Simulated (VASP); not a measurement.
Na, 2 atoms in the cell. Symmetry: P6_3/mmc, No. 194, hexagonal system. Conventional cell: a = 3.841 Å, b = 3.841 Å, c = 6.275 Å, α = 90.00°, β = 90.00°, γ = 120.00°. Within 5.0 Å of Na (site symmetry -6m2) lie 12 Na at 3.84 Å. This isn't the form of Na at room conditions, which is bcc.

- Program: VASP 6.6.1
- Task: electric field gradients
- Functional: PBEsol
- Potentials or basis: VASP PAW PBE potentials, release 64 (Na_pv)
- Cutoff: 520 eV
- k mesh: 13 × 13 × 7
- Occupations: fermi-dirac, width 0.05 eV
- Spin: no spin polarisation
- Dipole correction: no
- Further INCAR settings: ALGO = Normal; EDIFF = 1e-08; NBANDS = 14

Potentials or basis: VASP PAW PBE potentials, release 64 (Na_pv).

Command:

```console
$ cat potpaw_PBE.64/Na_pv/POTCAR > POTCAR
$ mpirun -np 1 vasp_std > vasp.out
```

Hardware: 1 thread of Intel(R) Xeon(R) Platinum 8259CL CPU @ 2.50GHz (Skylake/Cascade Lake), on a shared host.

Problem. How long does it take, and how much memory?

Solution. Wall time 64 s on 1 thread of Intel(R) Xeon(R) Platinum 8259CL CPU @ 2.50GHz (Skylake/Cascade Lake), on a shared host, peak memory 0.22 GiB. Counts: scf iterations 13, k points 84.
